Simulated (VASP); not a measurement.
A run of VASP 6.6.1 is set up as follows.

Contents of INCAR:

```
SYSTEM = InO
  PREC = Accurate
  ENCUT = 520
  EDIFF = 1E-7
  ISMEAR = 0
  SIGMA = 0.03
  LREAL = .False.
  LASPH = .True.
  NELM = 80
  ALGO = Normal
  ISIF = 2
  LWAVE = .False.
  LCHARG = .False.
  GGA = PE
  NBANDS = 27
```

KPOINTS

```
regular mesh
0
Gamma
  12 12 4
  0 0 0
```

Contents of POSCAR:

```
InO
1.0
    3.5509494950      0.0000000000      0.0000000000
   -1.7754747475      3.0752124702      0.0000000000
    0.0000000000      0.0000000000     15.0186097210
In O
2 2
Direct
    0.6666666667      0.3333333333      0.5900210000
    0.6666666667      0.3333333333      0.4099790000
    0.0000000000      0.0000000000      0.6398670000
    0.0000000000      0.0000000000      0.3601330000
```

Potentials or basis: VASP PAW PBE potentials, release 64 (In_d, O).

The run is started by

```sh
$ cat potpaw_PBE.64/In_d/POTCAR potpaw_PBE.64/O/POTCAR > POTCAR
$ mpirun -np 1 vasp_std > vasp.out
```

Problem. Estimate the largest force.

Solution. 1.005 eV/Å.

Problem. Predict the band gap on the k mesh.

Solution. 0.43 eV, indirect (least direct gap 0.96 eV).

Forces on the atoms (eV/Å):
```
In   0.000  0.000  1.005
In   0.000  0.000 -1.005
O    0.000  0.000 -0.111
O    0.000  0.000  0.111
```

Caveat: spin-orbit coupling is left out, which moves the levels of the heavy elements.
